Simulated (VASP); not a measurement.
Write the native input for VASP 6.6.1 that does the following.

* Task: single point
* Functional: PBE
* Potentials or basis: VASP PAW PBE potentials, release 64 (Mg, Ga_d, C, N)
* Cutoff: 520 eV
* k mesh: 4 × 4 × 4
* Occupations: gaussian, width 0.1 eV
* Spin: no spin polarisation
* Dipole correction: no
* Further INCAR settings: ALGO = Normal; EDIFF = 1e-07; NBANDS = 36

The structure of MgGaC4N4 lies in POSCAR:

```
MgGaC4N4
1.0
    5.9293872600      0.0000000000      0.0000000000
    0.0000000000      5.9293872600      0.0000000000
    0.0000000000      0.0000000000      5.9293872600
Mg Ga C N
1 1 4 4
Direct
    0.0000000000      0.0000000000      0.0000000000
    0.5000000000      0.5000000000      0.5000000000
    0.1927945500      0.1927945500      0.1927945500
    0.1927945500      0.8072054500      0.8072054500
    0.8072054500      0.1927945500      0.8072054500
    0.8072054500      0.8072054500      0.1927945500
    0.3067186000      0.3067186000      0.3067186000
    0.3067186000      0.6932814000      0.6932814000
    0.6932814000      0.3067186000      0.6932814000
    0.6932814000      0.6932814000      0.3067186000
```

These files were run (other wordings do the same):

INCAR

```
SYSTEM = MgGaC4N4
  ALGO = Normal
  EDIFF = 1E-7
  ENCUT = 520
  GGA = PE
  ISIF = 2
  ISMEAR = 0
  LASPH = .TRUE.
  LCHARG = .FALSE.
  LREAL = .FALSE.
  LWAVE = .FALSE.
  NBANDS = 36
  NELM = 80
  PREC = Accurate
  SIGMA = 0.1
```

KPOINTS

```
k-points
0
G
  4 4 4
  0 0 0
```

Potentials or basis: VASP PAW PBE potentials, release 64 (Mg, Ga_d, C, N).

Run with:

```console
$ cat potpaw_PBE.64/Mg/POTCAR potpaw_PBE.64/Ga_d/POTCAR potpaw_PBE.64/C/POTCAR potpaw_PBE.64/N/POTCAR > POTCAR
$ mpirun -np 1 vasp_std > vasp.out
```

Results of the run:

| Property | Result |
| --- | --- |
| Pressure | 2.9 GPa |
| Largest force | 2.672 eV/Å |

Caveat: forces of over 1 eV/Å act on the atoms, so gaps and moduli don't describe the material at rest.

It took 100 s on 1 thread of Intel(R) Xeon(R) Platinum 8375C CPU @ 2.90GHz (Ice Lake), with other jobs on the host, peak memory 0.38 GiB.
